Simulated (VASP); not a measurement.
Input of a VASP 6.6.1 run:

INCAR

```
SYSTEM = KTaO3
PREC     = Accurate       ! precision mode
ENCUT    = 520            ! plane-wave cutoff, eV
EDIFF    = 1E-6           ! SCF threshold, eV
ISMEAR   = 0              ! smearing method
SIGMA    = 0.02           ! smearing width, eV
LREAL    = .FALSE.        ! projectors in reciprocal space
LASPH    = .TRUE.         ! aspherical terms in the spheres
NELM     = 100            ! most SCF steps
ALGO     = Normal         ! electronic algorithm
ISIF     = 2              ! what is computed and relaxed
LWAVE    = .FALSE.        ! write WAVECAR
LCHARG   = .FALSE.        ! write CHGCAR
GGA      = PE             ! functional
NBANDS   = 27             ! bands
```

File KPOINTS:

```
Automatic mesh
0
G
  8 8 8
  0 0 0
```

POSCAR

```
KTaO3
1.0
    3.8564994945      0.0000000000      0.0000000000
    0.0000000000      3.8564994945      0.0000000000
    0.0000000000      0.0000000000      3.8564994945
K Ta O
1 1 3
Direct
    0.5000000000      0.5000000000      0.5000000000
    0.0000000000      0.0000000000      0.0000000000
    0.5000000000      0.0000000000      0.0000000000
    0.0000000000      0.5000000000      0.0000000000
    0.0000000000      0.0000000000      0.5000000000
```

Potentials or basis: VASP PAW PBE potentials, release 64 (K_sv, Ta_pv, O).

The run is started by

```console
$ cat potpaw_PBE.64/K_sv/POTCAR potpaw_PBE.64/Ta_pv/POTCAR potpaw_PBE.64/O/POTCAR > POTCAR
$ mpirun -np 1 vasp_std > vasp.out
```

Question: Predict the pressure.

Answer: 33.2 GPa.

Question: Predict the band gap on the k mesh.

Answer: 2.38 eV, indirect (least direct gap 2.93 eV).

Caveat: spin-orbit coupling is left out, which moves the levels of the heavy elements. A k mesh can miss the band edges.
